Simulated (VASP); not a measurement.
# ZnO (P6_3mc) in VASP: settings compared

The runs below take ZnO through single point, with revPBE+D3(BJ), PBE+D4, RPBE, RPBE+D4, PBEsol.

All numbers are computed with VASP 6.6.1; they aren't measurements. Logs are shortened: lines on timing, memory, paths and dates and some standing lists are left out, and cuts for length are marked.

**The experiment to reproduce.**

From “Electronic structure of alkaline earth and post-transition metal oxides”, 2009, arxiv:0908.1581, for a bulk crystal of ZnO: band gap 3.37 eV.

How close the calculation comes is told below.

### Step 1. The cell of the first run

It takes space group P6_3mc (No. 186, hexagonal). Conventional cell: a = 3.257 Å, b = 3.257 Å, c = 5.256 Å, α = 90.00°, β = 90.00°, γ = 120.00°. Within 2.6 Å of Zn (site symmetry 3m) lie 4 O at 1.98 to 1.99 Å. O (site symmetry 3m) has 4 Zn at 1.98 to 1.99 Å within 2.6 Å.

### Step 2. Single point, revPBE+D3(BJ)

INCAR

```
SYSTEM = ZnO
PREC = Accurate
ENCUT = 910
EDIFF = 1E-6
ISMEAR = 0
SIGMA = 0.05
LREAL = .False.
LASPH = .True.
NELM = 120
ALGO = Normal
ISIF = 2
LWAVE = .False.
LCHARG = .True.
GGA = RE
IVDW = 12
LELF = .True.
LVHAR = .True.
NBANDS = 26
GGA_COMPAT = .False.
```

KPOINTS

```
Automatic mesh
0
Gamma
  8 8 6
  0 0 0
```

POSCAR

```
ZnO
1.0
    3.2565113263      0.0000000000      0.0000000000
   -1.6282556631      2.8202215363      0.0000000000
    0.0000000000      0.0000000000      5.2558949999
Zn O
2 2
Direct
    0.3333333333      0.6666666667      0.0015378783
    0.6666666667      0.3333333333      0.5015378783
    0.3333333333      0.6666666667      0.3805621217
    0.6666666667      0.3333333333      0.8805621217
```

Potentials or basis: VASP PAW PBE potentials, release 64 (Zn, O_h).

On the command line:

```
cat potpaw_PBE.64/Zn/POTCAR potpaw_PBE.64/O_h/POTCAR > POTCAR
mpirun -np 1 vasp_std > vasp.out
```

OUTCAR:

```text
SYSTEM = ZnO
   PREC = Accurate
   ENCUT = 910
   EDIFF = 1E-6
   ISMEAR = 0
   LREAL = .False.
   LASPH = .True.
   NELM = 120
   ISIF = 2
   GGA = RE
   IVDW = 12
 IVDW          = 12

 ion  position               nearest neighbor table
   1  0.333  0.667  0.002-   4 1.98   4 1.98   4 1.98   3 1.99
   2  0.667  0.333  0.502-   3 1.98   3 1.98   3 1.98   4 1.99
   3  0.333  0.667  0.381-   2 1.98   2 1.98   2 1.98   1 1.99
   4  0.667  0.333  0.881-   1 1.98   1 1.98   1 1.98   2 1.99

  LATTYP: Found a hexagonal cell.
 ALAT       =     3.2565113263
 C/A-ratio  =     1.6139649070

  Lattice vectors:

 A1 = (   3.2565113263,   0.0000000000,   0.0000000000)
 A2 = (  -1.6282556631,   2.8202215363,   0.0000000000)
 A3 = (   0.0000000000,   0.0000000000,   5.2558949999)

Analysis of symmetry for initial positions (statically):
=====================================================================
 Subroutine PRICEL returns:
 Original cell was already a primitive cell.

 Routine SETGRP: Setting up the symmetry group for a
 hexagonal supercell.

 Subroutine GETGRP returns: Found 12 space group operations
 (whereof  6 operations were pure point group operations)
 out of a pool of 24 trial point group operations.

The static configuration has the point symmetry C_3v.
 The point group associated with its full space group is C_6v.

Analysis of symmetry for dynamics (positions and initial velocities):
=====================================================================
 Subroutine PRICEL returns:
 Original cell was already a primitive cell.

 Routine SETGRP: Setting up the symmetry group for a
 hexagonal supercell.

 Subroutine GETGRP returns: Found 12 space group operations
 (whereof  6 operations were pure point group operations)
 out of a pool of 24 trial point group operations.

The dynamic configuration has the point symmetry C_3v.
 The point group associated with its full space group is C_6v.

 Subroutine INISYM returns: Found 12 space group operations
 (whereof  6 operations are pure point group operations),
 and found     1 'primitive' translations

----------------------------------------------------------------------------------------

                                     Primitive cell

  volume of cell :      48.2706

  direct lattice vectors                    reciprocal lattice vectors
     3.256511326  0.000000000  0.000000000     0.307077083  0.177291037  0.000000000
    -1.628255663  2.820221536  0.000000000     0.000000000  0.354582073  0.000000000
     0.000000000  0.000000000  5.255895000     0.000000000  0.000000000  0.190262553

  length of vectors
     3.256511326  3.256511326  5.255895000     0.354582073  0.354582073  0.190262553

  position of ions in fractional coordinates (direct lattice)
     0.333333333  0.666666667  0.001537878
     0.666666667  0.333333333  0.501537878
     0.333333333  0.666666667  0.380562122
     0.666666667  0.333333333  0.880562122

  ion indices of the primitive-cell ions
   primitive index   ion index
                 1           1
                 2           2
                 3           3
                 4           4

----------------------------------------------------------------------------------------

 KPOINTS: Automatic mesh

Automatic generation of k-mesh.
 Grid dimensions read from file:
 generate k-points for:    8    8    6

 Generating k-lattice:

  Cartesian coordinates                     Fractional coordinates (reciprocal lattice)
     0.038384635  0.022161380  0.000000000     0.125000000 -0.000000000  0.000000000
     0.000000000  0.044322759  0.000000000     0.000000000  0.125000000  0.000000000
     0.000000000  0.000000000  0.031710425     0.000000000  0.000000000  0.166666667

  Length of vectors
     0.044322759  0.044322759  0.031710425

  Shift w.r.t. Gamma in fractional coordinates (k-lattice)
     0.000000000  0.000000000  0.000000000

 Subroutine IBZKPT returns following result:
 ===========================================

 Found     40 irreducible k-points:

 Following reciprocal coordinates:
            Coordinates               Weight
  0.000000  0.000000  0.000000      1.000000
  0.125000  0.000000  0.000000      6.000000
  0.250000  0.000000  0.000000      6.000000
  0.375000  0.000000  0.000000      6.000000
  0.500000  0.000000  0.000000      3.000000
  0.125000  0.125000  0.000000      6.000000
[... 16 lines left out ...]
  0.250000  0.000000  0.333333     12.000000
  0.375000  0.000000  0.333333     12.000000
 [... further k-points ...]
   k-points           NKPTS =     40   k-points in BZ     NKDIM =     40   number of bands    NBANDS=     26
   number of dos      NEDOS =    301   number of ions     NIONS =      4
   total plane-waves  NPLWV =  55296
   dimension x,y,z NGX =    32 NGY =   32 NGZ =   54
   dimension x,y,z NGXF=    64 NGYF=   64 NGZF=  108
   ions per type =               2   2
   NGX,Y,Z   is equivalent  to a cutoff of  16.34, 16.34, 17.08 a.u.
   NGXF,Y,Z  is equivalent  to a cutoff of  32.67, 32.67, 34.16 a.u.
 SYSTEM =  ZnO
   PREC   = accura    normal or accurate (medium, high low for compatibility)
   ISTART =      0    job   : 0-new  1-cont  2-samecut
   ICHARG =      2    charge: 1-file 2-atom 10-const
   ISPIN  =      1    spin polarized calculation?
   LNONCOLLINEAR =      F non collinear calculations
   LSORBIT =      F    spin-orbit coupling
   LASPH  =      T    aspherical Exc in radial PAW
   ENCUT  =  910.0 eV  66.88 Ry    8.18 a.u.   8.01  8.01 12.93*2*pi/ulx,y,z
   NELM   =    120;   NELMIN=  2; NELMDL= -5     # of ELM steps
   EDIFF  = 0.1E-05   stopping-criterion for ELM
   LREAL  =      F    real-space projection
   EDIFFG = 0.1E-04   stopping-criterion for IOM
   NSW    =      0    number of steps for IOM
   IBRION =     -1    ionic relax: 0-MD 1-quasi-New 2-CG
   NFREE  =      0    steps in history (QN), initial steepest desc. (CG)
   ISIF   =      2    stress and relaxation
   ISYM   =      2    0-nonsym 1-usesym 2-fastsym
   POTIM  = 0.5000    time-step for ionic-motion
   TEBEG  =    0.0;   TEEND  =   0.0 temperature during run
   PSTRESS=    0.0 pullay stress
   NELECT =      36.0000    total number of electrons
   NUPDOWN=      -1.0000    fix difference up-down
   EMIN   =  10.00;   EMAX   =-10.00  energy-range for DOS
   EFERMI =   0.00;   METHOD = LEGACY
   ISMEAR =     0;   SIGMA  =   0.05  broadening in eV -4-tet -1-fermi 0-gaus
   EFERMI_NEDOS =   21; number of points for ismear=-14 and -15
   IALGO  =     38    algorithm
   IMIX   =      4    mixing-type and parameters
     AMIX     =   0.40;   BMIX     =  1.00
     AMIX_MAG =   1.60;   BMIX_MAG =  1.00
  volume/ion in A,a.u.               =      12.07        81.44
  Fermi-wavevector in a.u.,A,eV,Ry     =   1.484618  2.805522 29.988488  2.204092
  Thomas-Fermi vector in A             =   2.598133
   LORBIT       =      0    0 simple, 1 ext, 2 COOP (PROOUT), +10 PAW based schemes
   GGA     = RE    functional components
   LHFCALC =     F    Hartree Fock is set to
   AEXX    =    0.0000 exact exchange contribution
   IVDW    =    12    specifies the selected vdW correction
   LEPSILON=     F    determine dielectric tensor
   LRPA    =     F    only Hartree local field effects (RPA)
 non-spin polarized calculation
 Gauss-broadening in eV      SIGMA  =   0.05
  energy-cutoff  :      910.00
  volume of cell :       48.27
 maximum number of plane-waves:      3024
   NGX = 17   NGY = 17   NGZ = 25

 number of electron      36.0000002 magnetization

 Free energy of the ion-electron system (eV)
  ---------------------------------------------------
  ext. energy  EPLUGINS =         0.00000000
  ---------------------------------------------------
  free energy    TOTEN  =       -16.52522697 eV

  energy without entropy =      -16.52522697  energy(sigma->0) =      -16.52522697

 E-fermi :   1.7708     XC(G=0): -10.6490

 val. band max:        1.5326116939   @ k =   0.0000   0.0000   0.0000
 cond. band min:       2.3595001126   @ k =   0.0000   0.0000   0.0000
 fundamental gap:      0.8268884187
 Fermi energy:         1.7708337968

 k-point     1 :       0.0000    0.0000    0.0000
  band No.  band energies     occupation
      1     -16.5142      2.00000
      2     -15.8275      2.00000
      3      -4.0880      2.00000
      4      -4.0880      2.00000
      5      -4.0464      2.00000
      6      -3.9823      2.00000
[... 18 lines left out ...]
     25      15.6812      0.00000
     26      15.6812      0.00000

 k-point     2 :       0.1250    0.0000    0.0000
  band No.  band energies     occupation
      1     -16.4329      2.00000
      2     -15.7916      2.00000
      3      -4.1759      2.00000
      4      -4.0406      2.00000
      5      -3.9996      2.00000
      6      -3.9198      2.00000
[... 18 lines left out ...]
     25      15.6753      0.00000
     26      15.8355      0.00000

 k-point     3 :       0.2500    0.0000    0.0000
  band No.  band energies     occupation
      1     -16.2238      2.00000
      2     -15.7113      2.00000
      3      -4.3266      2.00000
      4      -3.9983      2.00000
      5      -3.9377      2.00000
      6      -3.8155      2.00000
[... 18 lines left out ...]
     25      14.9029      0.00000
     26      15.7159      0.00000

 k-point     4 :       0.3750    0.0000    0.0000
  band No.  band energies     occupation
      1     -15.9830      2.00000
      2     -15.6526      2.00000
      3      -4.3624      2.00000
      4      -4.0449      2.00000
      5      -3.8606      2.00000
      6      -3.6051      2.00000
[... 18 lines left out ...]
     25      14.8748      0.00000
     26      15.6582      0.00000
[... 496 lines left out ...]
      1     -16.2775      2.00000
      2     -15.9568      2.00000
      3      -4.2843      2.00000
      4      -4.2563      2.00000
      5      -4.0053      2.00000
      6      -3.9989      2.00000
[... 18 lines left out ...]
     25      14.6613      0.00000
     26      15.2119      0.00000

 k-point    23 :       0.2500    0.0000    0.3333
  band No.  band energies     occupation
      1     -16.0962      2.00000
      2     -15.8397      2.00000
      3      -4.4128      2.00000
      4      -4.2954      2.00000
      5      -3.8814      2.00000
      6      -3.8567      2.00000
[... 18 lines left out ...]
     25      14.9461      0.00000
     26      15.3277      0.00000

 k-point    24 :       0.3750    0.0000    0.3333
  band No.  band energies     occupation
      1     -15.8965      2.00000
      2     -15.7308      2.00000
      3      -4.4614      2.00000
      4      -4.3364      2.00000
      5      -3.7711      2.00000
      6      -3.6640      2.00000
[... 18 lines left out ...]
     25      15.0217      0.00000
     26      15.4166      0.00000

 [... further k-points ...]

------------------------ aborting loop because EDIFF is reached ----------------------------------------

 Edisp (eV)   -1.74011

 E8    (eV) :    -1.1368

  FORCE on cell =-STRESS in cart. coord.  units (eV):
  Direction    XX          YY          ZZ          XY          YZ          ZX
  --------------------------------------------------------------------------------------
  -------------------------------------------------------------------------------------
  Total       0.28894     0.28894     0.31511     0.00000     0.00000     0.00000
  in kB       9.59052     9.59052    10.45913     0.00000     0.00000     0.00000
  external pressure =        9.88 kB  Pullay stress =        0.00 kB

 VOLUME and BASIS-vectors are now :
 -----------------------------------------------------------------------------
  energy-cutoff  :      910.00
  volume of cell :       48.27
      direct lattice vectors                 reciprocal lattice vectors
     3.256511326  0.000000000  0.000000000     0.307077083  0.177291037  0.000000000
    -1.628255663  2.820221536  0.000000000     0.000000000  0.354582073  0.000000000
     0.000000000  0.000000000  5.255895000     0.000000000  0.000000000  0.190262553

 POSITION                                       TOTAL-FORCE (eV/Angst)
 -----------------------------------------------------------------------------------
     -0.00000      1.88015      0.00808         0.000000     -0.000000      0.003509
      1.62826      0.94007      2.63603        -0.000000      0.000000      0.003509
     -0.00000      1.88015      2.00019        -0.000000      0.000000     -0.003509
      1.62826      0.94007      4.62814         0.000000     -0.000000     -0.003509
 -----------------------------------------------------------------------------------
    total drift:                               -0.000000     -0.000000     -0.000166

  FREE ENERGIE OF THE ION-ELECTRON SYSTEM (eV)
  ---------------------------------------------------
  free  energy   TOTEN  =       -18.2653351741 eV

  energy  without entropy=      -18.2653351741  energy(sigma->0) =      -18.26533517
```

Wall time 70 s (1 thread of AMD EPYC 9R45 (Zen 5), shared host); peak memory 0.25 GiB.

Results:

```yaml
Free_energy: -18.2653 eV
Pressure: 1.0 GPa
Largest_force: 0.004 eV/Å
Band_gap_on_the_k_mesh: 0.83 eV, direct
Dispersion_energy_per_atom: -0.435 eV
```

Forces on the atoms (eV/Å):
```
Zn   0.000  0.000  0.004
Zn   0.000  0.000  0.004
O    0.000  0.000 -0.004
O    0.000  0.000 -0.004
```

Stress tensor (GPa, compression positive):
```
0.96 0.00 0.00
0.00 0.96 0.00
0.00 0.00 1.05
```

Levels at points of the mesh, in eV from the valence-band top:
```tsv
k point	band 14	band 15	band 16	band 17	band 18	band 19	band 20	band 21	band 22	band 23
(0.00, 0.00, 0.00)	-0.78	-0.78	-0.08	0.00	0.00	0.83	5.25	8.23	12.92	12.92
(0.50, 0.00, 0.00)	-3.49	-2.77	-2.21	-1.26	-0.82	5.78	6.94	7.64	8.48	10.58
(0.00, 0.00, 0.50)	-2.23	-0.38	-0.38	-0.38	-0.38	3.47	3.47	10.09	10.09	13.20
(0.50, 0.00, 0.50)	-3.71	-1.47	-1.47	-1.35	-1.35	5.76	5.76	8.42	8.42	11.32
```

Caveat: the cutoff is under 1.25 times the usual one of these potentials, so pressure, stress and relaxed cells hold a basis-set (Pulay) error; the PAW data sets were made with another functional, which shifts forces and pressure a little.

### Step 3. Single point, PBE+D4

This run uses another cell than the first one, of 12.01 Å³/atom, 0.996 times its volume.

INCAR

```
PREC = Accurate ; ENCUT = 910
EDIFF = 1E-6 ; ISMEAR = 0
SIGMA = 0.05 ; LREAL = False
LASPH = True ; NELM = 120
ALGO = Normal ; ISIF = 2
LWAVE = False ; LCHARG = True
GGA = PE ; IVDW = 13
LELF = True ; LVHAR = True
NBANDS = 26 ; GGA_COMPAT = False
```

KPOINTS

```
Automatic mesh
0
Gamma
  8 8 6
```

POSCAR

```
ZnO
1.0
    3.2519319560      0.0000000000      0.0000000000
   -1.6259659780      2.8162556853      0.0000000000
    0.0000000000      0.0000000000      5.2474336454
Zn O
2 2
Direct
    0.3333333333      0.6666666667      0.0015124609
    0.6666666667      0.3333333333      0.5015124609
    0.3333333333      0.6666666667      0.3805875391
    0.6666666667      0.3333333333      0.8805875391
```

Potentials or basis: VASP PAW PBE potentials, release 64 (Zn, O_h).

On the command line:

```
cat potpaw_PBE.64/Zn/POTCAR potpaw_PBE.64/O_h/POTCAR > POTCAR
mpirun -np 1 vasp_std > vasp.out
```

OUTCAR:

```text
PREC = Accurate
   ENCUT = 910
   EDIFF = 1E-6
   ISMEAR = 0
   LREAL = False
   LASPH = True
   NELM = 120
   ISIF = 2
   GGA = PE
   IVDW = 13

 ion  position               nearest neighbor table
   1  0.333  0.667  0.002-   4 1.98   4 1.98   4 1.98   3 1.99
   2  0.667  0.333  0.502-   3 1.98   3 1.98   3 1.98   4 1.99
   3  0.333  0.667  0.381-   2 1.98   2 1.98   2 1.98   1 1.99
   4  0.667  0.333  0.881-   1 1.98   1 1.98   1 1.98   2 1.99

  LATTYP: Found a hexagonal cell.
 ALAT       =     3.2519319560
 C/A-ratio  =     1.6136357453

  Lattice vectors:

 A1 = (   3.2519319560,   0.0000000000,   0.0000000000)
 A2 = (  -1.6259659780,   2.8162556853,   0.0000000000)
 A3 = (   0.0000000000,   0.0000000000,   5.2474336454)

Analysis of symmetry for initial positions (statically):
=====================================================================
 Subroutine PRICEL returns:
 Original cell was already a primitive cell.

 Routine SETGRP: Setting up the symmetry group for a
 hexagonal supercell.

[... 172 lines left out ...]

 E-fermi :   1.6676     XC(G=0): -10.8637

 val. band max:        1.4398615160   @ k =   0.0000   0.0000   0.0000
 cond. band min:       2.2071574420   @ k =   0.0000   0.0000   0.0000
 fundamental gap:      0.7672959260
 Fermi energy:         1.6675674783

 k-point     1 :       0.0000    0.0000    0.0000
  band No.  band energies     occupation
      1     -16.5779      2.00000
      2     -15.8729      2.00000
      3      -4.2131      2.00000
      4      -4.2131      2.00000
      5      -4.1707      2.00000
      6      -4.1344      2.00000
[... 685 lines left out ...]
     25      14.8812      0.00000
     26      15.2735      0.00000

 [... further k-points ...]

------------------------ aborting loop because EDIFF is reached ----------------------------------------

  DFT-D4 for vdW energy calculation

  Edisp (eV):   -0.94464

  FORCE on cell =-STRESS in cart. coord.  units (eV):
  Direction    XX          YY          ZZ          XY          YZ          ZX
  --------------------------------------------------------------------------------------
  -------------------------------------------------------------------------------------
  Total       0.23468     0.23468     0.25830     0.00000     0.00000     0.00000
  in kB       7.82405     7.82405     8.61133     0.00000     0.00000     0.00000
  external pressure =        8.09 kB  Pullay stress =        0.00 kB

 VOLUME and BASIS-vectors are now :
 -----------------------------------------------------------------------------
  energy-cutoff  :      910.00
  volume of cell :       48.06
      direct lattice vectors                 reciprocal lattice vectors
     3.251931956  0.000000000  0.000000000     0.307509509  0.177540698  0.000000000
    -1.625965978  2.816255685  0.000000000     0.000000000  0.355081396  0.000000000
     0.000000000  0.000000000  5.247433645     0.000000000  0.000000000  0.190569346

 POSITION                                       TOTAL-FORCE (eV/Angst)
 -----------------------------------------------------------------------------------
     -0.00000      1.87750      0.00794        -0.000000      0.000000      0.001352
      1.62597      0.93875      2.63165         0.000000     -0.000000      0.001352
     -0.00000      1.87750      1.99711         0.000000      0.000000     -0.001352
      1.62597      0.93875      4.62082        -0.000000      0.000000     -0.001352
 -----------------------------------------------------------------------------------
    total drift:                               -0.000000     -0.000000     -0.000028

  FREE ENERGIE OF THE ION-ELECTRON SYSTEM (eV)
  ---------------------------------------------------
  free  energy   TOTEN  =       -18.7965037821 eV

  energy  without entropy=      -18.7965037821  energy(sigma->0) =      -18.79650378
```

It took 44 s on 1 thread of Intel Xeon 6975P-C (Granite Rapids), shared host; peak memory 0.27 GiB.

Results:

* Free energy: -18.7965 eV
* Pressure: 0.8 GPa
* Band gap on the k mesh: 0.77 eV, direct
* Dispersion energy per atom: -0.236 eV

Stress tensor (GPa, compression positive):
```
0.78 0.00 0.00
0.00 0.78 0.00
0.00 0.00 0.86
```

Caveat: the cutoff is under 1.25 times the usual one of these potentials, so pressure, stress and relaxed cells hold a basis-set (Pulay) error.

(Continued in part 2 of 2.)
